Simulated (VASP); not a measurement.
# KBr in VASP: a series of runs, part 2 of 2

VASP 6.6.1. The steps go on from the part before.

### 3 Single point, r2SCAN (strain +1.9%)

POSCAR reads:

```
KBr
1.0
    0.0000000000      3.3633394048      3.3633394048
    3.3633394048      0.0000000000      3.3633394048
    3.3633394048      3.3633394048      0.0000000000
K Br
1 1
Direct
    0.0000000000      0.0000000000      0.0000000000
    0.5000000000      0.5000000000      0.5000000000
```

INCAR.step1 reads:

```
SYSTEM = KBr
PREC = Accurate
ENCUT = 520
ISMEAR = 0
SIGMA = 0.01
LREAL = .False.
LASPH = .True.
NELM = 80
NBANDS = 15
GGA = PE
ALGO = Normal
EDIFF = 1E-4
LWAVE = .True.
LCHARG = .False.
```

INCAR.step2 reads:

```
SYSTEM = KBr
PREC = Accurate
ENCUT = 520
EDIFF = 1E-6
ISMEAR = 0
SIGMA = 0.01
LREAL = .False.
LASPH = .True.
NELM = 80
ALGO = Normal
ISIF = 2
LWAVE = .False.
LCHARG = .True.
METAGGA = R2SCAN
LMIXTAU = .True.
LELF = .True.
LVHAR = .True.
NBANDS = 15
ISTART = 1
```

KPOINTS reads:

```
Automatic mesh
0
Gamma
  6 6 6
  0 0 0
```

Potentials or basis: VASP PAW PBE potentials, release 64 (K_sv, Br).

Run with:

```bash
$ cat potpaw_PBE.64/K_sv/POTCAR potpaw_PBE.64/Br/POTCAR > POTCAR
$ cp INCAR.step1 INCAR
$ mpirun -np 1 vasp_std > vasp.out
$ cp INCAR.step2 INCAR
$ mpirun -np 1 vasp_std > vasp.out
```

Run time: 48 s. Hardware: 1 thread of Intel Xeon Platinum 8488C (Sapphire Rapids), shared host; peak memory 0.21 GiB.

The run converged. Its results:

| Property | Result |
| --- | --- |
| Free energy | -23.2396 eV |
| Pressure | -0.7 GPa |
| Band gap on the k mesh | 4.92 eV, direct |

Levels at points of the mesh, in eV from the valence-band top:
| k point | band 6 | band 7 | band 8 | band 9 | band 10 | band 11 |
| --- | --- | --- | --- | --- | --- | --- |
| (0.00, 0.00, 0.00) | 0.00 | 0.00 | 0.00 | 4.92 | 8.22 | 8.22 |
| (0.50, 0.00, 0.00) | -1.06 | -0.29 | -0.29 | 7.01 | 8.65 | 10.38 |
| (0.50, 0.50, 0.00) | -0.76 | -0.27 | -0.27 | 6.42 | 7.82 | 9.81 |

Caveat: the cell differs from its parent crystal (strain +1.9%); the PAW data sets were made with another functional, which shifts forces and pressure a little.

### 4 Single point, PBE (shear xy strain -1.5%)

INCAR reads:

```
SYSTEM = KBr
  PREC = Accurate
  ENCUT = 520
  EDIFF = 1E-6
  ISMEAR = -1
  SIGMA = 0.02
  LREAL = .FALSE.
  LASPH = .TRUE.
  NELM = 80
  ALGO = Normal
  ISIF = 2
  LWAVE = .FALSE.
  LCHARG = .FALSE.
  GGA = PE
  NBANDS = 15
```

KPOINTS reads:

```
regular mesh
0
G
  6 6 6
  0 0 0
```

POSCAR reads:

```
KBr
1.0
   -0.0254273082      3.3022478201      3.3022478201
    3.3022478201     -0.0254273082      3.3022478201
    3.2768205119      3.2768205119      0.0000000000
K Br
1 1
Direct
    0.0000000000      0.0000000000      0.0000000000
    0.5000000000      0.5000000000      0.5000000000
```

Potentials or basis: VASP PAW PBE potentials, release 64 (K_sv, Br).

Run with:

```bash
$ cat potpaw_PBE.64/K_sv/POTCAR potpaw_PBE.64/Br/POTCAR > POTCAR
$ mpirun -np 1 vasp_std > vasp.out
```

OUTCAR:

```text
SYSTEM = KBr
   PREC = Accurate
   ENCUT = 520
   EDIFF = 1E-6
   ISMEAR = -1
   LREAL = .FALSE.
   LASPH = .TRUE.
   NELM = 80
   ISIF = 2
   GGA = PE

 ion  position               nearest neighbor table
   1  0.000  0.000  0.000-   2 3.30   2 3.30   2 3.30   2 3.30   2 3.30   2 3.30
   2  0.500  0.500  0.500-   1 3.30   1 3.30   1 3.30   1 3.30   1 3.30   1 3.30

  LATTYP: Found a body centered orthorhombic cell.
 ALAT       =     4.6341240094
 B/A-ratio  =     1.0155195001
[... 622 lines left out ...]
------------------------ aborting loop because EDIFF is reached ----------------------------------------

  FORCE on cell =-STRESS in cart. coord.  units (eV):
  Direction    XX          YY          ZZ          XY          YZ          ZX
  --------------------------------------------------------------------------------------
  -------------------------------------------------------------------------------------
  Total        0.3246039      0.3246039      0.3238778      0.0342843      0.0000000      0.0000000
  in kB        7.2215604      7.2215604      7.2054080      0.7627334      0.0000000      0.0000000
  external PRESSURE =       7.2161763 kB  Pullay stress =       0.0000000 kB

 VOLUME and BASIS-vectors are now :
 -----------------------------------------------------------------------------
  energy-cutoff  :      520.00
  volume of cell :       72.02
      direct lattice vectors                 reciprocal lattice vectors
    -0.025427308  3.302247820  3.302247820    -0.150255052  0.150255052  0.151412016
     3.302247820 -0.025427308  3.302247820     0.150255052 -0.150255052  0.151412016
     3.276820512  3.276820512  0.000000000     0.152586935  0.152586935 -0.151412016

 POSITION                                       TOTAL-FORCE (eV/Angst)
 -----------------------------------------------------------------------------------
      0.00000      0.00000      0.00000         0.000000      0.000000     -0.000000
      3.27682      3.27682      3.30225         0.000000      0.000000      0.000000
 -----------------------------------------------------------------------------------
    total drift:                                0.000000      0.000000      0.000000

  FREE ENERGIE OF THE ION-ELECTRON SYSTEM (eV)
  ---------------------------------------------------
  free  energy   TOTEN  =        -6.2154893012 eV

  energy  without entropy=       -6.2154893012  energy(sigma->0) =       -6.21548930
```

It took 30 s on 1 thread of Intel Xeon Platinum 8488C (Sapphire Rapids), shared host; peak memory 0.23 GiB.

Results:

```
Free energy            : -6.2155 eV
Pressure               : 0.7 GPa
Band gap on the k mesh : 4.41 eV, direct
```

Caveat: the cell differs from its parent crystal (shear xy strain -1.5%).

### 5 Single point, r2SCAN (shear xy strain -1.5%)

POSCAR is that of step 4.

INCAR.step1 reads:

```
PREC = Accurate
ENCUT = 520
ISMEAR = 0
SIGMA = 0.01
LREAL = False
LASPH = True
NELM = 80
NBANDS = 15
GGA = PE
ALGO = Normal
EDIFF = 1E-4
LWAVE = True
LCHARG = False
```

INCAR.step2 reads:

```
PREC = Accurate
ENCUT = 520
EDIFF = 1E-7
ISMEAR = 0
SIGMA = 0.01
LREAL = False
LASPH = True
NELM = 80
ALGO = Normal
ISIF = 2
LWAVE = False
LCHARG = True
METAGGA = R2SCAN
LMIXTAU = True
LELF = True
LVHAR = True
NBANDS = 15
ISTART = 1
```

KPOINTS reads:

```
regular mesh
0
Gamma
  6 6 6
```

Run with:

```bash
$ cat potpaw_PBE.64/K_sv/POTCAR potpaw_PBE.64/Br/POTCAR > POTCAR
$ cp INCAR.step1 INCAR
$ mpirun -np 1 vasp_std > vasp.out
$ cp INCAR.step2 INCAR
$ mpirun -np 1 vasp_std > vasp.out
```

It took 2.3 min on 1 thread of Intel Xeon Platinum 8488C (Sapphire Rapids), shared host; peak memory 0.23 GiB.

Results (log left out):

```yaml
Free_energy: -23.2484 eV
Pressure: 0.0 GPa
Band_gap_on_the_k_mesh: 5.06 eV, direct
```

Stress tensor (GPa, compression positive):
```
0.03 0.08 0.00
0.08 0.03 0.00
0.00 0.00 0.03
```

Levels at points of the mesh, in eV from the valence-band top:
```csv
k point,band 4,band 5,band 6,band 7,band 8,band 9,band 10,band 11,band 12,band 13
"(0.00, 0.00, 0.00)",-11.61,-11.61,-0.03,-0.02,0.00,5.06,8.15,8.22,8.28,9.20
"(0.50, 0.00, 0.00)",-11.61,-11.36,-1.18,-0.34,-0.32,7.12,8.82,10.45,10.53,10.77
"(0.50, 0.50, 0.00)",-11.65,-11.65,-0.84,-0.33,-0.28,6.34,8.01,10.11,10.19,10.54
"(0.00, 0.00, 0.50)",-11.61,-11.37,-1.18,-0.37,-0.35,7.11,8.87,10.49,10.57,10.72
"(0.50, 0.00, 0.50)",-11.65,-11.65,-0.84,-0.31,-0.31,6.34,8.00,10.11,10.18,10.54
```

Caveat: the cell differs from its parent crystal (shear xy strain -1.5%); the PAW data sets were made with another functional, which shifts forces and pressure a little.

### 6 Overview

```csv
level,cell,smearing,gap on the mesh (eV),pressure (GPa)
PBE,"a = 4.756 Å, angles 60.0°, 2 atoms",fermi-dirac 0.02 eV,4.29,-0.1
r2SCAN,"a = 4.756 Å, angles 60.0°, 2 atoms",gaussian 0.01 eV,4.92,-0.7
PBE,"a = 4.670, b = 4.670, c = 4.634 Å, angles 60.3, 60.3, 60.5°, 2 atoms",fermi-dirac 0.02 eV,4.41,0.7
r2SCAN,"a = 4.670, b = 4.670, c = 4.634 Å, angles 60.3, 60.3, 60.5°, 2 atoms",gaussian 0.01 eV,5.06,0.0
```

Alike in all rows: task single point; potentials or basis VASP PAW PBE potentials, release 64 (K_sv, Br); no spin polarisation; k mesh 6 × 6 × 6; cutoff (eV) 520.

Caveats: the PAW data sets were made with another functional, which shifts forces and pressure a little (some runs).

Absolute energies hang on the potentials; compare differences alone.
